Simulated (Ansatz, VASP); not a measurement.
# BN in VASP and in Ansatz

File POSCAR:

```
BN
1.0
    0.0000000000      3.4953158300      2.1660912400
    1.2516321000      0.0000000000      2.1660912400
    1.2516321000      3.4953158300      0.0000000000
N B
1 1
Direct
    0.6666513400      0.6666513400      0.3333486600
    0.0000486500      0.0000486500      0.9999513500
```

The input INCAR.step1:

```
SYSTEM = BN
  PREC = Accurate
  ENCUT = 520
  ISMEAR = -1
  SIGMA = 0.05
  LREAL = .False.
  LASPH = .True.
  NELM = 80
  NBANDS = 11
  GGA = PE
  ALGO = Normal
  EDIFF = 1E-4
  LWAVE = .True.
  LCHARG = .False.
```

File INCAR.step2:

```
SYSTEM = BN
  PREC = Accurate
  ENCUT = 520
  EDIFF = 1E-6
  ISMEAR = -1
  SIGMA = 0.05
  LREAL = .False.
  LASPH = .True.
  NELM = 80
  ALGO = Normal
  ISIF = 2
  LWAVE = .False.
  LCHARG = .False.
  METAGGA = R2SCAN
  LMIXTAU = .True.
  NBANDS = 11
  ISTART = 1
```

The input KPOINTS:

```
regular mesh
0
Gamma
  13 13 13
  0 0 0
```

input.yaml

```yaml
crystal:
  lattice:
    - [0.0, 3.49531583, 2.16609124]
    - [1.2516321, 0.0, 2.16609124]
    - [1.2516321, 3.49531583, 0.0]
  atoms:
    - { symbol: "N", position: [0.66665134, 0.66665134, 0.33334866] }
    - { symbol: B, position: [4.865e-05, 4.865e-05, 0.99995135] }
hamiltonian:
  xc: r2scan
  pseudopotentials: { kind: paw }
kpoints:
  mp_grid: { grid: [13, 13, 13] }
  band_path:
    path:
      - [[0.0, 0.0, 0.0], [-0.5, -0.5, 0.0], [-1.0, -0.5, -0.5], [-0.5, 0.0, -0.5], [0.0, 0.0, 0.0], [0.0, -0.3655286517, -0.3655286517], [-0.5, -0.6985850042, -0.1985850042], [-0.5, -0.5, 0.0]]
      - [[-1.0, -0.5, -0.5], [-1.0, -0.6344713483, -0.6344713483]]
      - [[0.0, -0.3655286517, -0.3655286517], [-0.5, -0.3014149958, -0.8014149958], [-0.5, 0.0, -0.5]]
      - [[-0.5, -0.5, -0.5], [0.0, 0.0, 0.0]]
    npoints: 14
scf:
  occupations: { method: fermi_dirac, width: 0.05 }
  n_extra_bands: 6
output:
  forces: true
  stress: true
  eigenvalues: true
  fatbands: false
  write_density: true
  write_potential: true
  elf: true
  volumetric_format: npy
```

Alike in both runs: functional r2SCAN; k mesh 13 × 13 × 13; occupations fermi-dirac, width 0.05 eV; no spin polarisation.

|  | VASP | Ansatz |
| --- | --- | --- |
| version | VASP 6.6.1 | Ansatz 0.2.0 |
| potentials or method | VASP PAW PBE potentials, release 64 (N, B) | Ansatz PAW |
| plane-wave cutoff (eV) | 520 | 500 |
| valence electrons in the cell | 8 | 8 |
| task | single point | band structure |

Ansatz gave:

```
gap on the k mesh at the Fermi level (eV)                     : 4.38
least direct gap on the mesh (eV)                             : 5.29
pressure (GPa)                                                : -0.5
traceless stress, the component that is largest in VASP (GPa) : 0.41
rms of the force components (eV/Å)                            : 0.005
```

Task: What did VASP give for the same quantities?

Result: gap on the k mesh at the Fermi level (eV): 4.41; least direct gap on the mesh (eV): 5.35; pressure (GPa): -0.1; traceless stress, the component that is largest in VASP (GPa): -0.23; rms of the force components (eV/Å): 0.005.

VASP's potentials were made for PBE, not for r2SCAN. Atom by atom the forces differ by 0.000 eV/Å (rms over components).

Noted on Ansatz's run: the k mesh misses the band edges, so the gap on the mesh is wider than the one along the path.
